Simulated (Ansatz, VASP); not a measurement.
# BN: VASP beside Ansatz

Contents of POSCAR:

```
BN
1.0
    0.0000000000      1.8075000000      1.8075000000
    1.8075000000      0.0000000000      1.8075000000
    1.8075000000      1.8075000000      0.0000000000
B N
1 1
Direct
    0.0000000000      0.0000000000      0.0000000000
    0.2500000000      0.2500000000      0.2500000000
```

INCAR.step1

```
PREC = Accurate
ENCUT = 600
ISMEAR = 0
SIGMA = 0.01
LREAL = F
LASPH = T
NELM = 60
GGA = PE
ALGO = Normal
EDIFF = 1E-4
LWAVE = T
LCHARG = F
```

Contents of INCAR.step2:

```
PREC = Accurate
ENCUT = 600
EDIFF = 1E-6
ISMEAR = 0
SIGMA = 0.01
LREAL = F
LASPH = T
NELM = 60
ALGO = Normal
ISIF = 3
LWAVE = F
LCHARG = F
METAGGA = R2SCAN
LMIXTAU = T
IBRION = 2
NSW = 80
EDIFFG = -0.002
ISTART = 1
```

Contents of KPOINTS:

```
Automatic mesh
0
Gamma
  10 10 10
```

Input for Ansatz:

```yaml
crystal:
  lattice:
    - [0.0, 1.8075, 1.8075]
    - [1.8075, 0.0, 1.8075]
    - [1.8075, 1.8075, 0.0]
  atoms:
    - { symbol: B, position: [0.0, 0.0, 0.0] }
    - { symbol: "N", position: [0.25, 0.25, 0.25] }
scf:
  occupations: { method: fixed }
output:
  forces: true
  stress: true
  eigenvalues: true
  write_density: true
  write_potential: true
  elf: true
  volumetric_format: npy
hamiltonian:
  xc: r2scan
kpoints:
  mp_grid: { grid: [10, 10, 10] }
basis:
  ecutwfc: 600
relax:
  f_tol: 0.002
  max_steps: 60
  cell: { stress_tol: 0.01 }
```

Alike in both runs: task relaxation of cell and atoms; functional r2SCAN; k mesh 10 × 10 × 10; no spin polarisation.

|  | VASP | Ansatz |
| --- | --- | --- |
| version | VASP 6.6.1 | Ansatz 0.2.0 |
| potentials or method | VASP PAW PBE potentials, release 64 (B, N), cutoff 600 eV | scalar-relativistic, plane waves, PAW |
| occupations | gaussian, width 0.01 eV | fixed |
| valence electrons in the cell | 8 | 8 |

VASP gave:

- gap on the k mesh at the Fermi level, each at its own relaxed structure (eV): 4.98
- relaxed volume (Å³/atom): 5.90
- relaxed cell length with the largest relative difference (Å): 2.555

**Question.** What did Ansatz give for the same quantities?

**Answer.** gap on the k mesh at the Fermi level, each at its own relaxed structure (eV): 5.00; relaxed volume (Å³/atom): 5.88; relaxed cell length with the largest relative difference (Å): 2.552.

VASP's potentials were made for PBE, not for r2SCAN.
